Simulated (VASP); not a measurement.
A run of VASP 6.6.1 is set up as follows.

Contents of INCAR:

```
SYSTEM = Ni
ALGO     = Normal         ! electronic algorithm
EDIFF    = 1E-7           ! SCF threshold, eV
ENCUT    = 520            ! plane-wave cutoff, eV
GGA      = PE             ! functional
ISIF     = 2              ! what is computed and relaxed
ISMEAR   = -1             ! smearing method
ISYM     = 0            
LASPH    = .True.         ! aspherical terms in the spheres
LCHARG   = .True.         ! write CHGCAR
LELF     = .True.         ! ELF
LREAL    = .False.        ! projectors in reciprocal space
LVHAR    = .True.       
LWAVE    = .False.        ! write WAVECAR
NBANDS   = 17             ! bands
NELM     = 60             ! most SCF steps
PREC     = Accurate       ! precision mode
SIGMA    = 0.05           ! smearing width, eV
```

Contents of KPOINTS:

```
k-points
0
Gamma
  13 8 11
  0 0 0
```

The input POSCAR:

```
Ni
1.0
    0.0000000000     -1.7678000000     -1.7678000000
   -3.5356000000     -1.7678000000     -1.7678000000
    0.0000000000      1.7678000000     -1.7678000000
Ni
2
Direct
    0.0000000000      0.0000000000      0.0000000000
    0.0000000000      0.5000000000      0.5000000000
```

Potentials or basis: VASP PAW PBE potentials, release 64 (Ni).

Command:

```sh
$ cat potpaw_PBE.64/Ni/POTCAR > POTCAR
$ mpirun -np 1 vasp_std > vasp.out
```

What does it give for the band gap on the k mesh?

Zero (band 10 reaches 9.13 eV, above the bottom of band 11 at 8.45 eV).

Predict the pressure.

-3.8 GPa.

Caveat: the run has no spin polarisation, though such a crystal can be magnetic. Spin polarisation is off, so any magnetic state and its effect on volume and gap are missing.
